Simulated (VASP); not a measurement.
Wanted: the native input for a VASP 6.6.1 run.

```
Task                   : relaxation of cell and atoms
Functional             : PBE
Potentials or basis    : VASP PAW PBE potentials, release 64 (Li_sv, B)
Cutoff                 : 600 eV
k mesh                 : 6 × 6 × 4
Occupations            : gaussian, width 0.1 eV
Spin                   : no spin polarisation
Dipole correction      : no
Further INCAR settings : ALGO = Normal; EDIFF = 1e-06; IBRION = 2; EDIFFG = -0.04; NSW = 90; ISIF = 3
```

The structure of LiB2 lies in POSCAR:

```
LiB2
1.0
    2.8406213600      0.0000000000      0.0000000000
   -1.4203106800      2.4600502600      0.0000000000
    0.0000000000      0.0000000000      4.4779055400
Li B
1 2
Direct
    0.0000000000      0.0000000000      0.0000000000
    0.6666666700      0.3333333300      0.7249647000
    0.6666666700      0.3333333300      0.2750353000
```

These files were run (other wordings do the same):

INCAR

```
ALGO = Normal
EDIFF = 1E-6
EDIFFG = -0.04
ENCUT = 600
GGA = PE
IBRION = 2
ISIF = 3
ISMEAR = 0
LASPH = T
LCHARG = F
LREAL = F
LWAVE = F
NELM = 60
NSW = 90
PREC = Accurate
SIGMA = 0.1
```

KPOINTS

```
k-points
0
Gamma
  6 6 4
```

Potentials or basis: VASP PAW PBE potentials, release 64 (Li_sv, B).

Command:

```console
$ cat potpaw_PBE.64/Li_sv/POTCAR potpaw_PBE.64/B/POTCAR > POTCAR
$ mpirun -np 1 vasp_std > vasp.out
```

Results of the run:

- Relaxed volume: 7.82 Å³/atom
- Relaxed cell: a = 2.264 Å, b = 2.264 Å, c = 5.286 Å, α = 90.00°, β = 90.00°, γ = 120.00°
- Space group after relaxing (to 0.05 Å): P-6m2 (No. 187)
- Energy gained by relaxing: 848.2 meV/atom
- Ionic steps: 24
- Pressure after relaxing: 0.3 GPa
- Largest force after relaxing: 0.035 eV/Å

Caveat: the k points lie up to 0.53 Å⁻¹ apart in the final cell; the cutoff is under 1.25 times the usual one of these potentials, so pressure, stress and relaxed cells hold a basis-set (Pulay) error; the volume moved by over 15 % at a fixed basis, so the end points are rough.

It took 110 s on 1 thread of AMD EPYC 7R43 64-Core Processor (Zen 3) (shared host), peak memory 0.11 GiB.
